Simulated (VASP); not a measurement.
A run of VASP 6.6.1:

Contents of INCAR:

```
SYSTEM = KBr
PREC = Accurate
ENCUT = 520
EDIFF = 1E-6
ISMEAR = 0
SIGMA = 0.02
LREAL = .False.
LASPH = .True.
NELM = 60
ALGO = Normal
ISIF = 2
LWAVE = .False.
LCHARG = .False.
GGA = PE
NBANDS = 15
```

Contents of KPOINTS:

```
regular mesh
0
Gamma
  6 6 6
  0 0 0
```

Contents of POSCAR:

```
KBr
1.0
    3.9016934901     -0.0202174950      0.0071569932
   -0.0202174950      3.8873390686     -0.0186405304
    0.0071569932     -0.0186405304      3.8858025390
K Br
1 1
Direct
   -0.0145047643     -0.0026610616     -0.0016396690
    0.5145047643      0.5026610616      0.5016396690
```

Potentials or basis: VASP PAW PBE potentials, release 64 (K_sv, Br).

Command:

```bash
$ cat potpaw_PBE.64/K_sv/POTCAR potpaw_PBE.64/Br/POTCAR > POTCAR
$ mpirun -np 1 vasp_std > vasp.out
```

Hardware: 1 thread of Intel(R) Xeon(R) Platinum 8259CL CPU @ 2.50GHz (Skylake/Cascade Lake), on a shared host.

Question: How long does it take, and how much memory?

Answer: Wall time 61 s on 1 thread of Intel(R) Xeon(R) Platinum 8259CL CPU @ 2.50GHz (Skylake/Cascade Lake) (shared host), peak memory 0.24 GiB. Counts: scf iterations 12, k points 112.
